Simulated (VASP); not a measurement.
Wanted: the native input for a VASP 6.6.1 run.

```
Task                   : single point
Functional             : PBE
Potentials or basis    : VASP PAW PBE potentials, release 64 (B, N)
Cutoff                 : 520 eV
k mesh                 : 8 × 8 × 8
Occupations            : gaussian, width 0.02 eV
Spin                   : no spin polarisation
Dipole correction      : no
Further INCAR settings : ALGO = Normal; EDIFF = 1e-06; NBANDS = 26
```

The structure of BN lies in POSCAR:

```
BN
1.0
   -3.0163856422      3.0163856422      1.9393622870
    3.0163856422     -3.0163856422      1.9393622870
    3.0163856422      3.0163856422     -1.9393622870
B N
4 4
Direct
    0.8750000000      0.5064443831      0.1314443831
    0.3750000000      0.7435556169      0.8685556169
    0.4935556169      0.6250000000      0.3685556169
    0.2564443831      0.1250000000      0.6314443831
    0.8750000000      0.7397314239      0.3647314239
    0.3750000000      0.5102685761      0.6352685761
    0.2602685761      0.6250000000      0.1352685761
    0.4897314239      0.1250000000      0.8647314239
```

The cell was built from a structure type or drawn by symmetry, and may not be a known phase.

The input as run:

INCAR

```
ALGO = Normal
EDIFF = 1E-6
ENCUT = 520
GGA = PE
ISIF = 2
ISMEAR = 0
LASPH = True
LCHARG = False
LREAL = False
LWAVE = False
NBANDS = 26
NELM = 100
PREC = Accurate
SIGMA = 0.02
```

KPOINTS

```
k-points
0
Gamma
  8 8 8
```

Potentials or basis: VASP PAW PBE potentials, release 64 (B, N).

Launch:

```bash
$ cat potpaw_PBE.64/B/POTCAR potpaw_PBE.64/N/POTCAR > POTCAR
$ mpirun -np 1 vasp_std > vasp.out
```

It gave:

- Pressure: 0.0 GPa
- Largest force: 0.012 eV/Å
- Band gap on the k mesh: 4.01 eV (least direct gap 4.13 eV)

It took 44 s on 1 thread of Intel(R) Xeon(R) 6975P-C (Granite Rapids), on a shared host, peak memory 0.24 GiB.
